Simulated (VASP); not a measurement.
Wanted: the native input for a VASP 6.6.1 run.

```yaml
Task: relaxation of cell and atoms
Functional: PBE
Potentials_or_basis: VASP PAW PBE potentials, release 64 (Bi_d)
Cutoff: 600 eV
k_mesh: 12 × 12 × 12
Occupations: gaussian, width 0.05 eV
Spin: no spin polarisation
Dipole_correction: no
Further_INCAR_settings: ALGO = Fast; EDIFF = 1e-07; IBRION = 2; EDIFFG = -0.01; NSW = 80; ISIF = 3
```

The structure of Bi lies in POSCAR:

```
Bi
1.0
    2.2251432831      1.2846870735      4.1262563025
   -2.2251432831      1.2846870735      4.1262563025
    0.0000000000     -2.5693741469      4.1262563025
Bi
2
Direct
    0.2275400000      0.2275400000      0.2275400000
    0.7724600000      0.7724600000      0.7724600000
```

The input as run:

INCAR

```
PREC = Accurate ; ENCUT = 600
EDIFF = 1E-7 ; ISMEAR = 0
SIGMA = 0.05 ; LREAL = F
LASPH = T ; NELM = 60
ALGO = Fast ; ISIF = 3
LWAVE = F ; LCHARG = F
GGA = PE ; IBRION = 2
NSW = 80 ; EDIFFG = -0.01
```

KPOINTS

```
regular mesh
0
Gamma
  12 12 12
```

Potentials or basis: VASP PAW PBE potentials, release 64 (Bi_d).

Run with:

```console
$ cat potpaw_PBE.64/Bi_d/POTCAR > POTCAR
$ mpirun -np 1 vasp_std > vasp.out
```

Results of the run:

The relaxed volume is 36.86 Å³/atom, the relaxed cell is a = 4.841 Å, b = 4.841 Å, c = 4.841 Å, α = 56.49°, β = 56.49°, γ = 56.49° and the space group after relaxing (to 0.1 Å) is R-3m (No. 166). The energy gained by relaxing is 54.2 meV/atom and the ionic steps are 14. The pressure after relaxing is 0.0 GPa and the band gap on the k mesh is zero (bands 15 and 16 overlap by 0.20 eV).

Caveat: spin-orbit coupling is left out, which moves the levels of the heavy elements.

It took 34 min on 1 thread of Intel(R) Xeon(R) 6975P-C (Granite Rapids), on a shared host, peak memory 0.46 GiB.
